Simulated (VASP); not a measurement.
Write the native input for VASP 6.6.1 that does the following.

- Task: single point
- Functional: PBEsol
- Potentials or basis: VASP PAW PBE potentials, release 64 (Sn_d, Te)
- Cutoff: 520 eV
- k mesh: 11 × 11 × 11
- Occupations: fermi-dirac, width 0.08 eV
- Spin: no spin polarisation
- Dipole correction: no
- Further INCAR settings: ALGO = Normal; EDIFF = 1e-06; NBANDS = 17

The structure of SnTe lies in POSCAR:

```
SnTe
1.0
    0.0000000000      3.1980376582      3.1980376582
    3.1980376582      0.0000000000      3.1980376582
    3.1980376582      3.1980376582      0.0000000000
Sn Te
1 1
Direct
    0.0000000000      0.0000000000      0.0000000000
    0.5000000000      0.5000000000      0.5000000000
```

These files were run (other wordings do the same):

INCAR

```
PREC = Accurate ; ENCUT = 520
EDIFF = 1E-6 ; ISMEAR = -1
SIGMA = 0.08 ; LREAL = F
LASPH = T ; NELM = 60
ALGO = Normal ; ISIF = 2
LWAVE = F ; LCHARG = T
GGA = PS ; LELF = T
LVHAR = T ; NBANDS = 17
```

KPOINTS

```
regular mesh
0
Gamma
  11 11 11
```

Potentials or basis: VASP PAW PBE potentials, release 64 (Sn_d, Te).

Launch:

```sh
$ cat potpaw_PBE.64/Sn_d/POTCAR potpaw_PBE.64/Te/POTCAR > POTCAR
$ mpirun -np 1 vasp_std > vasp.out
```

Results of the run:

```json
{"Pressure": "-2.2 GPa"}
```

Caveat: the PAW data sets were made with another functional, which shifts forces and pressure a little.

It took 110 s on 1 thread of Intel Xeon 8259CL, with other jobs on the host, peak memory 0.24 GiB.
